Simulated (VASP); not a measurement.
Crystal: Ga3AsP2.

```
Ga P As
1.0
     3.83433    0.00000    0.00000
    -1.91717    3.32063    0.00000
     0.00000    0.00000    9.39215
Ga P As
3 2 1
Direct
  0.00000 0.00000 0.00000
  0.33333 0.66667 0.66667
  0.66667 0.33333 0.33333
  0.66667 0.33333 0.58333
  0.00000 0.00000 0.25000
  0.33333 0.66667 0.91667
```

- Program: VASP 6.6.1
- Task: relaxation of cell and atoms
- Functional: PBE
- Potentials or basis: VASP PAW PBE potentials, release 64 (Ga_d, P, As)
- Cutoff: 600 eV
- k mesh: 6 × 6 × 2
- Occupations: gaussian, width 0.1 eV
- Spin: no spin polarisation

At the start: pressure 7.9 GPa; volume 19.93 Å³/atom.

**Question.** How do energy, volume and symmetry change on relaxing?

**Answer.** Over 6 steps the energy falls by 50.6 meV/atom and the volume is 21.80 Å³/atom (+9.4 %); space group P3m1 (No. 156, to 0.05 Å).

Step by step:
```
step  energy change (eV)  largest force (eV/Å)  pressure (GPa)  volume (Å³)
   1              0.0000                0.8130            7.91       119.58
   2             -0.2237                0.2042           -3.10       137.44
   3             -0.2849                0.3438           -0.21       131.25
   4             -0.2954                0.1827           -0.11       130.97
   5             -0.3017                0.1770            0.11       130.52
   6             -0.3034                0.0280           -0.05       130.79
```

Final structure:
```
CELL_PARAMETERS angstrom
3.95122 0.00000 0.00000
-1.97561 3.42185 0.00000
0.00000 0.00000 9.67341
ATOMIC_POSITIONS crystal
Ga 0.00000 0.00000 0.00707
Ga 0.33333 0.66667 0.65962
Ga 0.66667 0.33333 0.33318
P 0.66667 0.33333 0.58033
P 0.00000 0.00000 0.25338
As 0.33333 0.66667 0.91643
```
